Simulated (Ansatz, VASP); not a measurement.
One calculation of ZnSe, two programs

```
Se Zn
1.0
     0.00000    2.83380    2.83380
     2.83380    0.00000    2.83380
     2.83380    2.83380    0.00000
Se Zn
1 1
Direct
  0.75000 0.75000 0.75000
  0.00000 0.00000 0.00000
```

Alike in both runs: task single point; functional HSE06; k mesh 4 × 4 × 4; occupations fermi-dirac, width 0.05 eV; no spin polarisation.

```csv
,VASP,Ansatz
version,VASP 6.6.1,Ansatz 0.2.0
potentials or method,"VASP PAW PBE potentials, release 64 (Se, Zn), cutoff 520 eV",all-electron PAW datasets made for the crystal
```

Ansatz gave:

| Quantity | Value |
| --- | --- |
| gap on the k mesh at the Fermi level (eV) | 2.44 |
| least direct gap on the mesh (eV) | 2.44 |
| pressure (GPa) | 1.5 |

Problem. Which values does VASP return?

Solution. gap on the k mesh at the Fermi level (eV): 2.43; least direct gap on the mesh (eV): 2.43; pressure (GPa): 1.4.

Ansatz ran all-electron here, and VASP with PAW potentials.

The k mesh is coarse, so the values compare programs but aren't converged.
